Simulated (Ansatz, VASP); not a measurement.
Two plane-wave programs on SiC

The input INCAR:

```
SYSTEM = SiC
  PREC = Accurate
  ENCUT = 600
  EDIFF = 1E-6
  ISMEAR = 0
  SIGMA = 0.02
  LREAL = .FALSE.
  LASPH = .TRUE.
  NELM = 80
  ALGO = Normal
  ISIF = 3
  LWAVE = .FALSE.
  LCHARG = .FALSE.
  GGA = PE
  IVDW = 12
  IBRION = 2
  NSW = 70
  EDIFFG = -0.005
```

Contents of KPOINTS:

```
regular mesh
0
G
  12 12 2
  0 0 0
```

POSCAR

```
SiC
1.0
    3.0949980732      0.0000000000      0.0000000000
   -1.5474990366      2.6803469561      0.0000000000
    0.0000000000      0.0000000000     15.1864399598
Si C
6 6
Direct
    0.0000000000      0.0000000000      0.1250399221
    0.0000000000      0.0000000000      0.6250399221
    0.3333333333      0.6666666667      0.2918177992
    0.6666666667      0.3333333333      0.7918177992
    0.3333333333      0.6666666667      0.9583095063
    0.6666666667      0.3333333333      0.4583095063
    0.0000000000      0.0000000000     -0.0003123164
    0.0000000000      0.0000000000      0.4996876836
    0.3333333333      0.6666666667      0.1668296831
    0.6666666667      0.3333333333      0.6668296831
    0.3333333333      0.6666666667      0.8333154056
    0.6666666667      0.3333333333      0.3333154056
```

Input for Ansatz:

```yaml
crystal:
  lattice:
    - [3.0949980732, 0.0, 0.0]
    - [-1.5474990366, 2.6803469561, 0.0]
    - [0.0, 0.0, 15.1864399598]
  atoms:
    - { symbol: Si, position: [0.0, 0.0, 0.1250399221] }
    - { symbol: Si, position: [0.0, 0.0, 0.6250399221] }
    - { symbol: Si, position: [0.3333333333, 0.6666666667, 0.2918177992] }
    - { symbol: Si, position: [0.6666666667, 0.3333333333, 0.7918177992] }
    - { symbol: Si, position: [0.3333333333, 0.6666666667, 0.9583095063] }
    - { symbol: Si, position: [0.6666666667, 0.3333333333, 0.4583095063] }
    - { symbol: C, position: [0.0, 0.0, -0.0003123164] }
    - { symbol: C, position: [0.0, 0.0, 0.4996876836] }
    - { symbol: C, position: [0.3333333333, 0.6666666667, 0.1668296831] }
    - { symbol: C, position: [0.6666666667, 0.3333333333, 0.6668296831] }
    - { symbol: C, position: [0.3333333333, 0.6666666667, 0.8333154056] }
    - { symbol: C, position: [0.6666666667, 0.3333333333, 0.3333154056] }
basis:
  ecutwfc: 420
kpoints:
  mp_grid: { grid: [12, 12, 2] }
hamiltonian:
  xc: pbe
  dispersion: d3bj
scf:
  occupations: { method: gaussian, width: 0.02 }
output:
  forces: true
  stress: true
  eigenvalues: true
  write_density: true
  write_potential: true
  elf: true
  volumetric_format: npy
relax:
  adjacent_minimum: "off"
  f_tol: 0.005
  max_steps: 50
  cell: { stress_tol: 0.05 }
```

Alike in both runs: task relaxation of cell and atoms; functional PBE; dispersion D3(BJ); k mesh 12 × 12 × 2; occupations gaussian, width 0.02 eV; no spin polarisation.

|  | VASP | Ansatz |
| --- | --- | --- |
| version | VASP 6.6.1 | Ansatz 0.2.0 |
| potentials or method | VASP PAW PBE potentials, release 64 (Si, C), cutoff 600 eV | scalar-relativistic, plane waves, PAW |
| valence electrons in the cell | 48 | 48 |

|  | VASP | Ansatz | Ansatz less VASP |
| --- | --- | --- | --- |
| gap on the k mesh at the Fermi level, each at its own relaxed structure (eV) | 2.02 | 2.03 | +0.002 |
| relaxed volume (Å³/atom) | 10.27 | 10.28 | +0.010 |
| relaxed cell length with the largest relative difference (Å) | 3.072 | 3.073 | +0.0011 |
